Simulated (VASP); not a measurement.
A run of VASP 6.6.1 is set up as follows.

File INCAR:

```
PREC     = Accurate       # precision mode
ENCUT    = 520            # plane-wave cutoff, eV
EDIFF    = 1E-6           # SCF threshold, eV
ISMEAR   = 0              # smearing method
SIGMA    = 0.1            # smearing width, eV
LREAL    = F              # projectors in reciprocal space
LASPH    = T              # aspherical terms in the spheres
NELM     = 150            # most SCF steps
ALGO     = Normal         # electronic algorithm
ISIF     = 2              # what is computed and relaxed
LWAVE    = F              # write WAVECAR
LCHARG   = F              # write CHGCAR
ISPIN    = 2              # spin polarisation
MAGMOM   = 0 0 0 2 0 0 0 0 # initial moments
LORBIT   = 11             # projections on sites
LMAXMIX  = 4              # l up to which the mixer works
GGA      = PE             # functional
NBANDS   = 35             # bands
```

File KPOINTS:

```
Automatic mesh
0
Gamma
  6 6 2
```

POSCAR

```
Al3VN4
1.0
    3.3023798200      0.0000000000      0.0000000000
    0.0000000000      3.3023798200      0.0000000000
    0.0000000000      0.0000000000      9.3405406600
Al V N
3 1 4
Direct
    0.0000000000      0.0000000000      0.7500000000
    0.5000000000      0.5000000000      0.0000000000
    0.0000000000      0.0000000000      0.2500000000
    0.5000000000      0.5000000000      0.5000000000
    0.0000000000      0.0000000000      0.0000000000
    0.5000000000      0.5000000000      0.2500000000
    0.0000000000      0.0000000000      0.5000000000
    0.5000000000      0.5000000000      0.7500000000
```

Potentials or basis: VASP PAW PBE potentials, release 64 (Al, V_sv, N).

Command:

```bash
$ cat potpaw_PBE.64/Al/POTCAR potpaw_PBE.64/V_sv/POTCAR potpaw_PBE.64/N/POTCAR > POTCAR
$ mpirun -np 1 vasp_std > vasp.out
```

What does it give for the largest force?

0.347 eV/Å.

Estimate the site moments.

Al +0.01, -0.00; V +1.81; N -0.00, -0.01, -0.07 μB.

Predict the net moment.

1.92 μB per cell.

Forces on the atoms (eV/Å):
```
Al   0.000  0.000  0.064
Al   0.000  0.000  0.000
Al   0.000  0.000 -0.064
V    0.000  0.000  0.000
N    0.000  0.000  0.000
N    0.000  0.000 -0.347
N    0.000  0.000  0.000
N    0.000  0.000  0.347
```
